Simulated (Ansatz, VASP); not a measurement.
# NaCl in VASP and in Ansatz

INCAR

```
SYSTEM = NaCl
PREC     = Accurate       ! precision mode
ENCUT    = 520            ! plane-wave cutoff, eV
EDIFF    = 1E-6           ! SCF threshold, eV
ISMEAR   = 0              ! smearing method
SIGMA    = 0.05           ! smearing width, eV
LREAL    = .False.        ! projectors in reciprocal space
LASPH    = .True.         ! aspherical terms in the spheres
NELM     = 80             ! most SCF steps
ALGO     = Normal         ! electronic algorithm
ISIF     = 2              ! what is computed and relaxed
LWAVE    = .False.        ! write WAVECAR
LCHARG   = .True.         ! write CHGCAR
GGA      = PE             ! functional
LELF     = .True.         ! ELF
LVHAR    = .True.       
NBANDS   = 14             ! bands
```

KPOINTS

```
regular mesh
0
Gamma
  6 6 6
  0 0 0
```

The input POSCAR:

```
NaCl
1.0
    3.3270805000      0.0000000000      0.0000000000
    0.0000000000      3.3270805000      0.0000000000
    0.0000000000      0.0000000000      3.6772995000
Na Cl
1 1
Direct
    0.0000000000      0.0000000000      0.0000000000
    0.5000000000      0.5000000000      0.5000000000
```

Input for Ansatz:

```yaml
crystal:
  lattice:
    - [3.3270805, 0.0, 0.0]
    - [0.0, 3.3270805, 0.0]
    - [0.0, 0.0, 3.6772995]
  atoms:
    - { symbol: Na, position: [0.0, 0.0, 0.0] }
    - { symbol: Cl, position: [0.5, 0.5, 0.5] }
basis:
  ecutwfc: 420
kpoints:
  mp_grid: { grid: [6, 6, 6] }
hamiltonian:
  xc: pbe
scf:
  occupations: { method: gaussian, width: 0.05 }
output:
  forces: true
  stress: true
  eigenvalues: true
```

Change from the starting cell: strain -0.050 along x and y, +0.050 along z, atoms carried along.

Alike in both runs: task single point; functional PBE; k mesh 6 × 6 × 6; occupations gaussian, width 0.05 eV; no spin polarisation.

|  | VASP | Ansatz |
| --- | --- | --- |
| version | VASP 6.6.1 | Ansatz 0.2.0 |
| potentials or method | VASP PAW PBE potentials, release 64 (Na_pv, Cl), cutoff 520 eV | scalar-relativistic, plane waves, PAW |
| valence electrons in the cell | 14 | 16 |

```csv
,VASP,Ansatz,Ansatz less VASP
gap on the k mesh at the Fermi level (eV),3.74,3.74,-0.001
least direct gap on the mesh (eV),4.22,4.22,-0.001
pressure (GPa),1.9,1.9,+0.05
"traceless stress, the component that is largest in VASP (GPa)",-5.46,-5.47,-0.003
```

The functional is the same, so the differences come from potentials, cutoffs and numerics. VASP's potentials hold 14 valence electrons a cell and Ansatz's 16, so a difference there can come from the potentials and not from the codes.
